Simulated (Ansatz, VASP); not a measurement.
# ZrC in VASP and in Ansatz

The input INCAR:

```
PREC     = Accurate       # precision mode
ENCUT    = 520            # plane-wave cutoff, eV
EDIFF    = 1E-6           # SCF threshold, eV
ISMEAR   = -1             # smearing method
SIGMA    = 0.05           # smearing width, eV
LREAL    = F              # projectors in reciprocal space
LASPH    = T              # aspherical terms in the spheres
NELM     = 60             # most SCF steps
ALGO     = Normal         # electronic algorithm
ISIF     = 2              # what is computed and relaxed
LWAVE    = F              # write WAVECAR
LCHARG   = F              # write CHGCAR
GGA      = PE             # functional
NBANDS   = 24             # bands
```

The input KPOINTS:

```
Automatic mesh
0
Gamma
  9 9 5
```

File POSCAR:

```
ZrC
1.0
    3.3914762718      0.0000000000      0.0000000000
   -1.6957381359      2.9371046077      0.0000000000
    0.0000000000      0.0000000000      5.2900530000
Zr C
2 2
Direct
    0.6564960000      0.3361750000      0.7457770000
    0.3534290000      0.6814770000      0.2533850000
   -0.0106820000     -0.0085700000      0.5010310000
    0.0019040000     -0.0091580000     -0.0024290000
```

input.yaml

```yaml
crystal:
  lattice:
    - [3.3914762718, 0.0, 0.0]
    - [-1.6957381359, 2.9371046077, 0.0]
    - [0.0, 0.0, 5.290053]
  atoms:
    - { symbol: Zr, position: [0.656496, 0.336175, 0.745777] }
    - { symbol: Zr, position: [0.353429, 0.681477, 0.253385] }
    - { symbol: C, position: [-0.010682, -0.00857, 0.501031] }
    - { symbol: C, position: [0.001904, -0.009158, -0.002429] }
hamiltonian:
  xc: pbe
  pseudopotentials: { kind: paw }
kpoints:
  mp_grid: { grid: [9, 9, 5] }
scf:
  occupations: { method: fermi_dirac, width: 0.05 }
output:
  forces: true
  stress: true
  eigenvalues: true
```

Change from the starting cell: atoms moved at random, drawn with an rms of 0.05 Å.

Alike in both runs: task single point; functional PBE; k mesh 9 × 9 × 5; occupations fermi-dirac, width 0.05 eV; no spin polarisation.

|  | VASP | Ansatz |
| --- | --- | --- |
| version | VASP 6.6.1 | Ansatz 0.2.0 |
| potentials or method | VASP PAW PBE potentials, release 64 (Zr_sv, C) | Ansatz PAW |
| plane-wave cutoff (eV) | 520 | 420 |
| valence electrons in the cell | 32 | 32 |

Ansatz gave:

| Item | Value |
| --- | --- |
| gap on the k mesh at the Fermi level (eV) | none |
| pressure (GPa) | -1.6 |
| traceless stress, the component that is largest in VASP (GPa) | 1.90 |
| rms of the force components (eV/Å) | 0.547 |

Which values does VASP return?

gap on the k mesh at the Fermi level (eV): none; pressure (GPa): -1.4; traceless stress, the component that is largest in VASP (GPa): 1.89; rms of the force components (eV/Å): 0.549.

Atom by atom the forces differ by 0.002 eV/Å (rms over components). A gap of «none» marks a metal or a gap that the smearing closes. With one functional, cell and mesh, what is left measures potentials, basis and numerics.
